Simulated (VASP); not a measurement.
# Ag (P4/nmm) in VASP: single point with PBE+D3(BJ)

Aim: the single point of Ag with PBE+D3(BJ).

Program: VASP 6.6.1. These are calculated values, not measurements. Logs are shortened: lines on timing, memory, paths and dates and some standing lists are left out, and cuts for length are marked.

**1. The cell of the first run**

The structure is tetragonal, space group P4/nmm (No. 129). The conventional cell has a = 2.889 Å, b = 2.889 Å, c = 4.086 Å, α = 90.00°, β = 90.00°, γ = 90.00°. Within 3.7 Å of Ag (site symmetry 4mm) lie 12 Ag at 2.83 to 2.95 Å.

**2. Single point, PBE+D3(BJ)**

INCAR

```
SYSTEM = Ag
ALGO = Fast ; EDIFF = 1E-6
ENCUT = 520 ; GGA = PE
ISIF = 2 ; ISMEAR = 0
ISYM = 0 ; IVDW = 12
LASPH = .True. ; LCHARG = .False.
LREAL = .False. ; LWAVE = .False.
NBANDS = 18 ; NELM = 60
PREC = Accurate ; SIGMA = 0.15
```

KPOINTS

```
k-points
0
Gamma
  16 16 12
  0 0 0
```

POSCAR

```
Ag
1.0
    0.0000000000     -2.0431000000     -2.0431000000
    0.0000000000      2.0431000000     -2.0431000000
    4.0862000000      0.0000000000      0.0000000000
Ag
2
Direct
    0.5000000000      0.5000000000      0.5110126768
    0.0000000000      0.0000000000     -0.0110126768
```

Potentials or basis: VASP PAW PBE potentials, release 64 (Ag).

On the command line:

```
cat potpaw_PBE.64/Ag/POTCAR > POTCAR
mpirun -np 1 vasp_std > vasp.out
```

OUTCAR:

```text
SYSTEM = Ag
   EDIFF = 1E-6
   ENCUT = 520
   GGA = PE
   ISIF = 2
   ISMEAR = 0
   ISYM = 0
   IVDW = 12
   LASPH = .True.
   LREAL = .False.
   NELM = 60
   PREC = Accurate
 IVDW          = 12

 ion  position               nearest neighbor table
   1  0.500  0.500  0.511-   2 2.83   2 2.83   2 2.83   2 2.83   2 2.95   2 2.95   2 2.95   2 2.95

   2  0.000  0.000  0.989-   1 2.83   1 2.83   1 2.83   1 2.83   1 2.95   1 2.95   1 2.95   1 2.95

IMPORTANT INFORMATION: All symmetrisations will be switched off!
NOSYMM: (Re-)initialisation of all symmetry stuff for point group C_1.

----------------------------------------------------------------------------------------

                                     Primitive cell

  volume of cell :      34.1137

  direct lattice vectors                    reciprocal lattice vectors
     0.000000000 -2.043100000 -2.043100000     0.000000000 -0.244726151 -0.244726151
     0.000000000  2.043100000 -2.043100000     0.000000000  0.244726151 -0.244726151
     4.086200000  0.000000000  0.000000000     0.244726151  0.000000000  0.000000000

  length of vectors
     2.889379729  2.889379729  4.086200000     0.346095042  0.346095042  0.244726151

  position of ions in fractional coordinates (direct lattice)
     0.500000000  0.500000000  0.511012677
     0.000000000  0.000000000  0.988987323

  ion indices of the primitive-cell ions
   primitive index   ion index
                 1           1
                 2           2

----------------------------------------------------------------------------------------

 KPOINTS: k-points

Automatic generation of k-mesh.
 Grid dimensions read from file:
 generate k-points for:   16   16   12

 Generating k-lattice:

  Cartesian coordinates                     Fractional coordinates (reciprocal lattice)
     0.000000000 -0.015295384 -0.015295384     0.062500000  0.000000000  0.000000000
     0.000000000  0.015295384 -0.015295384     0.000000000  0.062500000  0.000000000
     0.020393846  0.000000000  0.000000000     0.000000000  0.000000000  0.083333333

  Length of vectors
     0.021630940  0.021630940  0.020393846

  Shift w.r.t. Gamma in fractional coordinates (k-lattice)
     0.000000000  0.000000000  0.000000000

 Subroutine IBZKPT returns following result:
 ===========================================

 Found   1540 irreducible k-points:

 Following reciprocal coordinates:
            Coordinates               Weight
  0.000000  0.000000  0.000000      1.000000
  0.062500  0.000000  0.000000      2.000000
  0.000000  0.062500  0.000000      2.000000
  0.125000  0.000000  0.000000      2.000000
  0.000000  0.125000  0.000000      2.000000
  0.187500  0.000000  0.000000      2.000000
[... 16 lines left out ...]
  0.062500  0.125000  0.000000      2.000000
  0.187500  0.062500  0.000000      2.000000
 [... further k-points ...]
   k-points           NKPTS =   1540   k-points in BZ     NKDIM =   1540   number of bands    NBANDS=     18
   number of dos      NEDOS =    301   number of ions     NIONS =      2
   total plane-waves  NPLWV =  17280
   dimension x,y,z NGX =    24 NGY =   24 NGZ =   30
   dimension x,y,z NGXF=    48 NGYF=   48 NGZF=   60
   ions per type =               2
   NGX,Y,Z   is equivalent  to a cutoff of  13.81, 13.81, 12.21 a.u.
   NGXF,Y,Z  is equivalent  to a cutoff of  27.62, 27.62, 24.41 a.u.
 SYSTEM =  Ag
   PREC   = accura    normal or accurate (medium, high low for compatibility)
   ISTART =      0    job   : 0-new  1-cont  2-samecut
   ICHARG =      2    charge: 1-file 2-atom 10-const
   ISPIN  =      1    spin polarized calculation?
   LNONCOLLINEAR =      F non collinear calculations
   LSORBIT =      F    spin-orbit coupling
   LASPH  =      T    aspherical Exc in radial PAW
   ENCUT  =  520.0 eV  38.22 Ry    6.18 a.u.   5.37  5.37  7.60*2*pi/ulx,y,z
   NELM   =     60;   NELMIN=  2; NELMDL= -5     # of ELM steps
   EDIFF  = 0.1E-05   stopping-criterion for ELM
   LREAL  =      F    real-space projection
   EDIFFG = 0.1E-04   stopping-criterion for IOM
   NSW    =      0    number of steps for IOM
   IBRION =     -1    ionic relax: 0-MD 1-quasi-New 2-CG
   NFREE  =      0    steps in history (QN), initial steepest desc. (CG)
   ISIF   =      2    stress and relaxation
   ISYM   =      0    0-nonsym 1-usesym 2-fastsym
   POTIM  = 0.5000    time-step for ionic-motion
   TEBEG  =    0.0;   TEEND  =   0.0 temperature during run
   PSTRESS=    0.0 pullay stress
   NELECT =      22.0000    total number of electrons
   NUPDOWN=      -1.0000    fix difference up-down
   EMIN   =  10.00;   EMAX   =-10.00  energy-range for DOS
   EFERMI =   0.00;   METHOD = LEGACY
   ISMEAR =     0;   SIGMA  =   0.15  broadening in eV -4-tet -1-fermi 0-gaus
   EFERMI_NEDOS =   21; number of points for ismear=-14 and -15
   IALGO  =     68    algorithm
   IMIX   =      4    mixing-type and parameters
     AMIX     =   0.40;   BMIX     =  1.00
     AMIX_MAG =   1.60;   BMIX_MAG =  1.00
  volume/ion in A,a.u.               =      17.06       115.11
  Fermi-wavevector in a.u.,A,eV,Ry     =   1.414402  2.672832 27.218893  2.000532
  Thomas-Fermi vector in A             =   2.535948
   LORBIT       =      0    0 simple, 1 ext, 2 COOP (PROOUT), +10 PAW based schemes
   GGA     = PE    functional components
   LHFCALC =     F    Hartree Fock is set to
   AEXX    =    0.0000 exact exchange contribution
   IVDW    =    12    specifies the selected vdW correction
   LEPSILON=     F    determine dielectric tensor
   LRPA    =     F    only Hartree local field effects (RPA)
 non-spin polarized calculation
 RMM-DIIS sequential band-by-band and
 Gauss-broadening in eV      SIGMA  =   0.15
  energy-cutoff  :      520.00
  volume of cell :       34.11
 maximum number of plane-waves:       936
 NGX is ok and might be reduce to    24
   NGX = 11   NGY = 11   NGZ = 15

 number of electron      21.9999995 magnetization

 Free energy of the ion-electron system (eV)
  ---------------------------------------------------
  ext. energy  EPLUGINS =         0.00000000
  ---------------------------------------------------
  free energy    TOTEN  =        -5.39449669 eV

  energy without entropy =       -5.38920620  energy(sigma->0) =       -5.39185144

 E-fermi :   8.4501     XC(G=0): -12.2044

 val. band max:        8.4355674019   @ k =   0.4375   0.0000   0.4167
 cond. band min:       8.4692865789   @ k =   0.1875   0.3750   0.5000
 fundamental gap:      0.0337191771
 Fermi energy:         8.4501004843

 k-point     1 :       0.0000    0.0000    0.0000
  band No.  band energies     occupation
      1       0.6581      2.00000
      2       1.9742      2.00000
      3       2.1068      2.00000
      4       3.6098      2.00000
      5       3.6098      2.00000
      6       3.6286      2.00000
[... 10 lines left out ...]
     17      25.6333      0.00000
     18      25.6654      0.00000

 k-point     2 :       0.0625    0.0000    0.0000
  band No.  band energies     occupation
      1       0.7399      2.00000
      2       2.0158      2.00000
      3       2.1475      2.00000
      4       3.5877      2.00000
      5       3.6295      2.00000
      6       3.6574      2.00000
[... 10 lines left out ...]
     17      25.6116      0.00000
     18      26.3670      0.00000

 k-point     3 :       0.0000    0.0625    0.0000
  band No.  band energies     occupation
      1       0.7399      2.00000
      2       2.0158      2.00000
      3       2.1475      2.00000
      4       3.5877      2.00000
      5       3.6295      2.00000
      6       3.6574      2.00000
[... 10 lines left out ...]
     17      25.6116      0.00000
     18      26.3670      0.00000

 k-point     4 :       0.1250    0.0000    0.0000
  band No.  band energies     occupation
      1       0.9789      2.00000
      2       2.1153      2.00000
      3       2.2863      2.00000
      4       3.5265      2.00000
      5       3.6873      2.00000
      6       3.7352      2.00000
[... 10 lines left out ...]
     17      25.5176      0.00000
     18      26.0448      0.00000

 k-point     5 :       0.0000    0.1250    0.0000
  band No.  band energies     occupation
      1       0.9789      2.00000
      2       2.1153      2.00000
      3       2.2863      2.00000
      4       3.5265      2.00000
      5       3.6873      2.00000
      6       3.7352      2.00000
[... 10 lines left out ...]
     17      25.5176      0.00000
     18      26.0449      0.00000

 k-point     6 :       0.1875    0.0000    0.0000
  band No.  band energies     occupation
      1       1.3547      2.00000
      2       2.2429      2.00000
      3       2.5265      2.00000
      4       3.4407      2.00000
      5       3.7804      2.00000
      6       3.8303      2.00000
[... 307 lines left out ...]
 k-point    21 :      -0.0625    0.1250    0.0000
  band No.  band energies     occupation
      1       1.0583      2.00000
      2       2.1661      2.00000
      3       2.3148      2.00000
      4       3.4729      2.00000
      5       3.7389      2.00000
      6       3.7679      2.00000
[... 10 lines left out ...]
     17      26.1344      0.00000
     18      26.2181      0.00000

 k-point    22 :      -0.1250    0.0625    0.0000
  band No.  band energies     occupation
      1       1.0583      2.00000
      2       2.1661      2.00000
      3       2.3148      2.00000
      4       3.4729      2.00000
      5       3.7389      2.00000
      6       3.7679      2.00000
[... 10 lines left out ...]
     17      26.1346      0.00000
     18      26.2185      0.00000

 k-point    23 :       0.0625    0.1250    0.0000
  band No.  band energies     occupation
      1       1.0583      2.00000
      2       2.1661      2.00000
      3       2.3148      2.00000
      4       3.4729      2.00000
      5       3.7389      2.00000
      6       3.7679      2.00000
[... 10 lines left out ...]
     17      26.1343      0.00000
     18      26.2180      0.00000

 k-point    24 :       0.1875    0.0625    0.0000
  band No.  band energies     occupation
      1       1.4294      2.00000
      2       2.2950      2.00000
      3       2.5487      2.00000
      4       3.3818      2.00000
      5       3.8375      2.00000
      6       3.8620      2.00000
[... 10 lines left out ...]
     17      24.6083      0.00000
     18      26.1653      0.00000

 [... further k-points ...]

------------------------ aborting loop because EDIFF is reached ----------------------------------------

 Edisp (eV)   -1.17731

 E8    (eV) :    -0.5145

  FORCE on cell =-STRESS in cart. coord.  units (eV):
  Direction    XX          YY          ZZ          XY          YZ          ZX
  --------------------------------------------------------------------------------------
  -------------------------------------------------------------------------------------
  Total      -0.20027    -0.12165    -0.12165     0.00000     0.00000     0.00000
  in kB      -9.40585    -5.71350    -5.71350     0.00001     0.00001     0.00001
  external pressure =       -6.94 kB  Pullay stress =        0.00 kB

 VOLUME and BASIS-vectors are now :
 -----------------------------------------------------------------------------
  energy-cutoff  :      520.00
  volume of cell :       34.11
      direct lattice vectors                 reciprocal lattice vectors
     0.000000000 -2.043100000 -2.043100000     0.000000000 -0.244726151 -0.244726151
     0.000000000  2.043100000 -2.043100000     0.000000000  0.244726151 -0.244726151
     4.086200000  0.000000000  0.000000000     0.244726151  0.000000000  0.000000000

 POSITION                                       TOTAL-FORCE (eV/Angst)
 -----------------------------------------------------------------------------------
      2.08810      0.00000     -2.04310        -0.543991      0.000000      0.000000
      4.04120      0.00000      0.00000         0.543991     -0.000000     -0.000000
 -----------------------------------------------------------------------------------
    total drift:                                0.000000     -0.000000      0.000000

  FREE ENERGIE OF THE ION-ELECTRON SYSTEM (eV)
  ---------------------------------------------------
  free  energy   TOTEN  =        -6.5718062834 eV

  energy  without entropy=       -6.5665157982  energy(sigma->0) =       -6.56916104
```

Wall time 3.3 min (1 thread of Intel Xeon 6975P-C (Granite Rapids), shared host); peak memory 0.79 GiB.

What came out:

```yaml
Free_energy: -6.5718 eV
Pressure: -0.7 GPa
Largest_force: 0.544 eV/Å
Band_gap_on_the_k_mesh: zero (bands 11 and 12 overlap by 9.00 eV)
Dispersion_energy_per_atom: -0.589 eV
```

Forces in eV/Å, atoms in the order of the input:
```
Ag  -0.544  0.000  0.000
Ag   0.544  0.000  0.000
```

Stress tensor (GPa, compression positive):
```
-0.94  0.00  0.00
 0.00 -0.57  0.00
 0.00  0.00 -0.57
```
